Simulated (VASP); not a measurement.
Ir: relaxation of cell and atoms with LDA

Ir:

```xyz
1
Lattice="0.0000 1.9156 1.9156 1.9156 0.0000 1.9156 1.9156 1.9156 0.0000" Properties=species:S:1:pos:R:3 pbc="T T T"
Ir    0.0000    0.0000    0.0000
```

```yaml
Program: VASP 6.6.1
Task: relaxation of cell and atoms
Functional: LDA
Potentials_or_basis: VASP PAW LDA potentials, release 64 (Ir)
Cutoff: 600 eV
k_mesh: 11 × 11 × 11
Occupations: methfessel-paxton, width 0.05 eV
Spin: no spin polarisation
Target_pressure: 30 GPa
Dipole_correction: no
Further_INCAR_settings: ALGO = Normal; EDIFF = 1e-06; IBRION = 2; EDIFFG = -0.02; NSW = 80; ISIF = 3
```

The relaxed volume is 13.09 Å³/atom and the relaxed cell is a = 2.645 Å, b = 2.645 Å, c = 2.645 Å, α = 60.00°, β = 60.00°, γ = 60.00°. The space group after relaxing (to 0.05 Å) is Fm-3m (No. 225), the energy change on relaxing (the enthalpy is what falls) is +74.4 meV/atom and the ionic steps are 5. The pressure after relaxing is 30.0 GPa.

Step by step:
```
step  energy change (eV)  largest force (eV/Å)  pressure (GPa)  volume (Å³)
   1              0.0000                0.0000           -3.22        14.06
   2              5.4371                0.0000          528.88         8.92
   3              0.0456                0.0000           23.01        13.26
   4              0.0612                0.0000           26.98        13.16
   5              0.0744                0.0000           30.04        13.09
```

Final structure:
```cif
data_structure
_symmetry_space_group_name_H-M 'P 1'
_symmetry_Int_Tables_number 1
_cell_length_a 2.6451
_cell_length_b 2.6451
_cell_length_c 2.6451
_cell_angle_alpha 60.000
_cell_angle_beta 60.000
_cell_angle_gamma 60.000
_cell_volume 13.09
loop_
_atom_site_label
_atom_site_type_symbol
_atom_site_fract_x
_atom_site_fract_y
_atom_site_fract_z
_atom_site_occupancy
Ir1 Ir 0.00000 0.00000 0.00000 1
```

Levels at points of the mesh, in eV from the Fermi level:
| k point | band 1 | band 2 | band 3 | band 4 | band 5 | band 6 | band 7 | band 8 |
| --- | --- | --- | --- | --- | --- | --- | --- | --- |
| (0.00, 0.00, 0.00) | -11.90 | -4.35 | -4.35 | -4.35 | -1.26 | -1.26 | 14.21 | 20.24 |

Run time: 15 s on 1 thread of Intel(R) Xeon(R) Platinum 8488C (Sapphire Rapids), on a shared host, peak memory 0.15 GiB.

Caveat: the cell is relaxed towards a set pressure, so the enthalpy falls and the energy may rise; spin-orbit coupling is left out, which moves the levels of the heavy elements. LDA usually gives volumes a few per cent too small.
